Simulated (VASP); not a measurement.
# Mo (Pm-3m) in VASP: notebook

Mo is run at these levels: PBE; tasks: single point, relaxation of cell and atoms.

Program: VASP 6.6.1. These are calculated values, not measurements. Logs are shortened: lines on timing, memory, paths and dates and some standing lists are left out, and cuts for length are marked.

### 1 The cell of the first run

It takes space group Pm-3m (No. 221, cubic). The conventional cell has a = 2.250 Å, b = 2.250 Å, c = 2.250 Å, α = 90.00°, β = 90.00°, γ = 90.00°. Within 3.0 Å of Mo (site symmetry m-3m) lie 6 Mo at 2.25 Å.

This isn't the form of Mo at room conditions, which is bcc.

### 2 Single point, PBE

INCAR reads:

```
SYSTEM = Mo
PREC = Accurate ; ENCUT = 520
EDIFF = 1E-7 ; ISMEAR = -1
SIGMA = 0.05 ; LREAL = .FALSE.
LASPH = .TRUE. ; NELM = 100
ALGO = Normal ; ISIF = 2
LWAVE = .FALSE. ; LCHARG = .TRUE.
GGA = PE ; LELF = .TRUE.
LVHAR = .TRUE. ; NBANDS = 13
```

KPOINTS reads:

```
regular mesh
0
G
  17 17 17
  0 0 0
```

POSCAR reads:

```
Mo
1.0
    2.2503697853      0.0000000000      0.0000000000
    0.0000000000      2.2503697853      0.0000000000
    0.0000000000      0.0000000000      2.2503697853
Mo
1
Direct
    0.0000000000      0.0000000000      0.0000000000
```

Potentials or basis: VASP PAW PBE potentials, release 64 (Mo_sv).

On the command line:

```console
$ cat potpaw_PBE.64/Mo_sv/POTCAR > POTCAR
$ mpirun -np 1 vasp_std > vasp.out
```

OUTCAR:

```text
SYSTEM = Mo
   PREC = Accurate
   ENCUT = 520
   EDIFF = 1E-7
   ISMEAR = -1
   LREAL = .FALSE.
   LASPH = .TRUE.
   NELM = 100
   ISIF = 2
   GGA = PE

 ion  position               nearest neighbor table
   1  0.000  0.000  0.000-

  LATTYP: Found a simple cubic cell.
 ALAT       =     2.2503697853

  Lattice vectors:

 A1 = (   2.2503697853,   0.0000000000,   0.0000000000)
 A2 = (   0.0000000000,   2.2503697853,   0.0000000000)
 A3 = (   0.0000000000,   0.0000000000,   2.2503697853)

Analysis of symmetry for initial positions (statically):
=====================================================================
 Subroutine PRICEL returns:
 Original cell was already a primitive cell.

 Routine SETGRP: Setting up the symmetry group for a
 simple cubic supercell.

 Subroutine GETGRP returns: Found 48 space group operations
 (whereof 48 operations were pure point group operations)
 out of a pool of 48 trial point group operations.

The static configuration has the point symmetry O_h .

Analysis of symmetry for dynamics (positions and initial velocities):
=====================================================================
 Subroutine PRICEL returns:
 Original cell was already a primitive cell.

 Routine SETGRP: Setting up the symmetry group for a
 simple cubic supercell.

 Subroutine GETGRP returns: Found 48 space group operations
 (whereof 48 operations were pure point group operations)
 out of a pool of 48 trial point group operations.

The dynamic configuration has the point symmetry O_h .

 Subroutine INISYM returns: Found 48 space group operations
 (whereof 48 operations are pure point group operations),
 and found     1 'primitive' translations

----------------------------------------------------------------------------------------

                                     Primitive cell

  volume of cell :      11.3962

  direct lattice vectors                    reciprocal lattice vectors
     2.250369785  0.000000000  0.000000000     0.444371412  0.000000000  0.000000000
     0.000000000  2.250369785  0.000000000     0.000000000  0.444371412  0.000000000
     0.000000000  0.000000000  2.250369785     0.000000000  0.000000000  0.444371412

  length of vectors
     2.250369785  2.250369785  2.250369785     0.444371412  0.444371412  0.444371412

  position of ions in fractional coordinates (direct lattice)
     0.000000000  0.000000000  0.000000000

  ion indices of the primitive-cell ions
   primitive index   ion index
                 1           1

----------------------------------------------------------------------------------------

 KPOINTS: regular mesh

Automatic generation of k-mesh.
 Grid dimensions read from file:
 generate k-points for:   17   17   17

 Generating k-lattice:

  Cartesian coordinates                     Fractional coordinates (reciprocal lattice)
     0.026139495  0.000000000  0.000000000     0.058823529  0.000000000  0.000000000
     0.000000000  0.026139495  0.000000000     0.000000000  0.058823529  0.000000000
     0.000000000  0.000000000  0.026139495     0.000000000  0.000000000  0.058823529

  Length of vectors
     0.026139495  0.026139495  0.026139495

  Shift w.r.t. Gamma in fractional coordinates (k-lattice)
     0.000000000  0.000000000  0.000000000

 Subroutine IBZKPT returns following result:
 ===========================================

 Found    165 irreducible k-points:

 Following reciprocal coordinates:
            Coordinates               Weight
  0.000000  0.000000  0.000000      1.000000
  0.058824  0.000000  0.000000      6.000000
  0.117647  0.000000  0.000000      6.000000
  0.176471  0.000000  0.000000      6.000000
  0.235294  0.000000  0.000000      6.000000
  0.294118  0.000000  0.000000      6.000000
[... 16 lines left out ...]
  0.411765  0.117647  0.000000     24.000000
  0.470588  0.117647  0.000000     24.000000
 [... further k-points ...]
   k-points           NKPTS =    165   k-points in BZ     NKDIM =    165   number of bands    NBANDS=     13
   number of dos      NEDOS =    301   number of ions     NIONS =      1
   total plane-waves  NPLWV =   5832
   dimension x,y,z NGX =    18 NGY =   18 NGZ =   18
   dimension x,y,z NGXF=    36 NGYF=   36 NGZF=   36
   ions per type =               1
   NGX,Y,Z   is equivalent  to a cutoff of  13.30, 13.30, 13.30 a.u.
   NGXF,Y,Z  is equivalent  to a cutoff of  26.59, 26.59, 26.59 a.u.
 SYSTEM =  Mo
   PREC   = accura    normal or accurate (medium, high low for compatibility)
   ISTART =      0    job   : 0-new  1-cont  2-samecut
   ICHARG =      2    charge: 1-file 2-atom 10-const
   ISPIN  =      1    spin polarized calculation?
   LNONCOLLINEAR =      F non collinear calculations
   LSORBIT =      F    spin-orbit coupling
   LASPH  =      T    aspherical Exc in radial PAW
   ENCUT  =  520.0 eV  38.22 Ry    6.18 a.u.   4.18  4.18  4.18*2*pi/ulx,y,z
   NELM   =    100;   NELMIN=  2; NELMDL= -5     # of ELM steps
   EDIFF  = 0.1E-06   stopping-criterion for ELM
   LREAL  =      F    real-space projection
   EDIFFG = 0.1E-05   stopping-criterion for IOM
   NSW    =      0    number of steps for IOM
   IBRION =     -1    ionic relax: 0-MD 1-quasi-New 2-CG
   NFREE  =      0    steps in history (QN), initial steepest desc. (CG)
   ISIF   =      2    stress and relaxation
   ISYM   =      2    0-nonsym 1-usesym 2-fastsym
   POTIM  = 0.5000    time-step for ionic-motion
   TEBEG  =    0.0;   TEEND  =   0.0 temperature during run
   PSTRESS=    0.0 pullay stress
   NELECT =      14.0000    total number of electrons
   NUPDOWN=      -1.0000    fix difference up-down
   EMIN   =  10.00;   EMAX   =-10.00  energy-range for DOS
   EFERMI =   0.00;   METHOD = LEGACY
   ISMEAR =    -1;   SIGMA  =   0.05  broadening in eV -4-tet -1-fermi 0-gaus
   EFERMI_NEDOS =   21; number of points for ismear=-14 and -15
   IALGO  =     38    algorithm
   IMIX   =      4    mixing-type and parameters
     AMIX     =   0.40;   BMIX     =  1.00
     AMIX_MAG =   1.60;   BMIX_MAG =  1.00
  volume/ion in A,a.u.               =      11.40        76.91
  Fermi-wavevector in a.u.,A,eV,Ry     =   1.753330  3.313313 41.826561  3.074165
  Thomas-Fermi vector in A             =   2.823486
   LORBIT       =      0    0 simple, 1 ext, 2 COOP (PROOUT), +10 PAW based schemes
   GGA     = PE    functional components
[... 5 lines left out ...]
 non-spin polarized calculation
  energy-cutoff  :      520.00
  volume of cell :       11.40
 maximum number of plane-waves:       320
 NGX is ok and might be reduce to    18
   NGX =  9   NGY =  9   NGZ =  9

 number of electron      14.0000005 magnetization

 Free energy of the ion-electron system (eV)
  ---------------------------------------------------
  ext. energy  EPLUGINS =         0.00000000
  ---------------------------------------------------
  free energy    TOTEN  =        -7.02686061 eV

  energy without entropy =       -7.01778810  energy(sigma->0) =       -7.02232436

 E-fermi :  18.1718     XC(G=0): -15.1117

 val. band max:       18.1529496631   @ k =   0.4118   0.4118   0.1176
 cond. band min:      18.1824826260   @ k =   0.4706   0.1176   0.0588
 fundamental gap:      0.0295329629
 Fermi energy:        18.1718160804

 k-point     1 :       0.0000    0.0000    0.0000
  band No.  band energies     occupation
      1     -43.9354      2.00000
      2     -15.3087      2.00000
      3     -15.3087      2.00000
      4     -15.3087      2.00000
      5      10.7517      2.00000
      6      11.0485      2.00000
      7      11.0485      2.00000
      8      24.9178      0.00000
      9      24.9178      0.00000
     10      24.9178      0.00000
     11      37.9026      0.00000
     12      37.9026      0.00000
     13      37.9026      0.00000

 k-point     2 :       0.0588    0.0000    0.0000
  band No.  band energies     occupation
      1     -43.9083      2.00000
      2     -15.4979      2.00000
      3     -15.2927      2.00000
      4     -15.2927      2.00000
      5      10.8851      2.00000
      6      11.0938      2.00000
      7      11.3451      2.00000
      8      24.5921      0.00000
      9      24.5921      0.00000
     10      24.9398      0.00000
     11      37.2012      0.00000
     12      38.2729      0.00000
     13      38.2729      0.00000

 k-point     3 :       0.1176    0.0000    0.0000
  band No.  band energies     occupation
      1     -43.8301      2.00000
      2     -16.0219      2.00000
      3     -15.2465      2.00000
      4     -15.2465      2.00000
      5      11.1436      2.00000
      6      11.2257      2.00000
      7      12.3164      2.00000
      8      23.7494      0.00000
      9      23.7494      0.00000
     10      25.0031      0.00000
     11      35.6159      0.00000
     12      39.2257      0.00000
     13      39.2257      0.00000
[... 305 lines left out ...]
 k-point    23 :       0.4118    0.1176    0.0000
  band No.  band energies     occupation
      1     -43.0338      2.00000
      2     -19.5648      2.00000
      3     -15.5127      2.00000
      4     -14.7949      2.00000
      5      13.0336      2.00000
      6      14.5500      2.00000
      7      16.0668      2.00000
      8      19.2407      0.00000
      9      21.7212      0.00000
     10      24.5596      0.00000
     11      32.2932      0.00000
     12      34.7928      0.00000
     13      41.5026      0.00000

 k-point    24 :       0.4706    0.1176    0.0000
  band No.  band energies     occupation
      1     -42.9713      2.00000
      2     -19.8314      2.00000
      3     -15.4746      2.00000
      4     -14.7612      2.00000
      5      13.1757      2.00000
      6      15.0646      2.00000
      7      15.5657      2.00000
      8      18.9464      0.00000
      9      21.9698      0.00000
     10      24.6183      0.00000
     11      33.1938      0.00000
     12      34.2925      0.00000
     13      41.9006      0.00000

 [... further k-points ...]

------------------------ aborting loop because EDIFF is reached ----------------------------------------

  FORCE on cell =-STRESS in cart. coord.  units (eV):
  Direction    XX          YY          ZZ          XY          YZ          ZX
  --------------------------------------------------------------------------------------
  -------------------------------------------------------------------------------------
  Total       14.5432632     14.5432632     14.5432632     -0.0000000     -0.0000000     -0.0000000
  in kB     2044.6114164   2044.6114164   2044.6114164     -0.0000000     -0.0000000     -0.0000000
  external PRESSURE =    2044.6114164 kB  Pullay stress =       0.0000000 kB

 VOLUME and BASIS-vectors are now :
 -----------------------------------------------------------------------------
  energy-cutoff  :      520.00
  volume of cell :       11.40
      direct lattice vectors                 reciprocal lattice vectors
     2.250369785  0.000000000  0.000000000     0.444371412  0.000000000  0.000000000
     0.000000000  2.250369785  0.000000000     0.000000000  0.444371412  0.000000000
     0.000000000  0.000000000  2.250369785     0.000000000  0.000000000  0.444371412

 POSITION                                       TOTAL-FORCE (eV/Angst)
 -----------------------------------------------------------------------------------
      0.00000      0.00000      0.00000         0.000000      0.000000      0.000000
 -----------------------------------------------------------------------------------
    total drift:                                0.000000      0.000000      0.000000

  FREE ENERGIE OF THE ION-ELECTRON SYSTEM (eV)
  ---------------------------------------------------
  free  energy   TOTEN  =        -7.0268606093 eV

  energy  without entropy=       -7.0177881019  energy(sigma->0) =       -7.02232436
```

Run time: 18 s. Hardware: 1 thread of Intel Xeon Platinum 8259CL at 2.50GHz (Skylake/Cascade Lake), shared host; peak memory 0.14 GiB.

What came out:

```
Free energy            : -7.0269 eV
Pressure               : 204.5 GPa
Band gap on the k mesh : zero (bands 7 and 8 overlap by 3.50 eV)
```

Levels at points of the mesh, in eV from the Fermi level:
| k point | band 5 | band 6 | band 7 | band 8 | band 9 | band 10 |
| --- | --- | --- | --- | --- | --- | --- |
| (0.00, 0.00, 0.00) | -7.42 | -7.12 | -7.12 | 6.75 | 6.75 | 6.75 |

Caveat: the cell stands under pressure.

### 3 Single point, PBE

INCAR reads:

```
PREC = Accurate
ENCUT = 520
EDIFF = 1E-7
ISMEAR = -1
SIGMA = 0.05
LREAL = F
LASPH = T
NELM = 60
ALGO = Normal
ISIF = 2
LWAVE = F
LCHARG = F
GGA = PE
NBANDS = 13
```

KPOINTS reads:

```
Automatic mesh
0
Gamma
  17 17 17
```

POSCAR reads:

```
Mo
1.0
    2.2502659619      0.0000000000      0.0000000000
    0.0000000000      2.2502659619      0.0000000000
    0.0000000000      0.0000000000      2.2502659619
Mo
1
Direct
    0.0000000000      0.0000000000      0.0000000000
```

Potentials or basis: VASP PAW PBE potentials, release 64 (Mo_sv).

On the command line:

```console
$ cat potpaw_PBE.64/Mo_sv/POTCAR > POTCAR
$ mpirun -np 1 vasp_std > vasp.out
```

Wall time 16 s (1 thread of Intel Xeon Platinum 8259CL at 2.50GHz (Skylake/Cascade Lake), shared host); peak memory 0.13 GiB.

The run converged. Its results:

```yaml
Free_energy: -7.0248 eV
Pressure: 204.6 GPa
Band_gap_on_the_k_mesh: zero (bands 7 and 8 overlap by 3.50 eV)
```

Levels at points of the mesh, in eV from the Fermi level:
```tsv
k point	band 3	band 4	band 5	band 6	band 7	band 8	band 9	band 10	band 11	band 12
(0.00, 0.00, 0.00)	-33.48	-33.48	-7.42	-7.12	-7.12	6.75	6.75	6.75	19.73	19.73
```

Caveat: the cell stands under pressure.

(Part 1 of 2 ends here.)
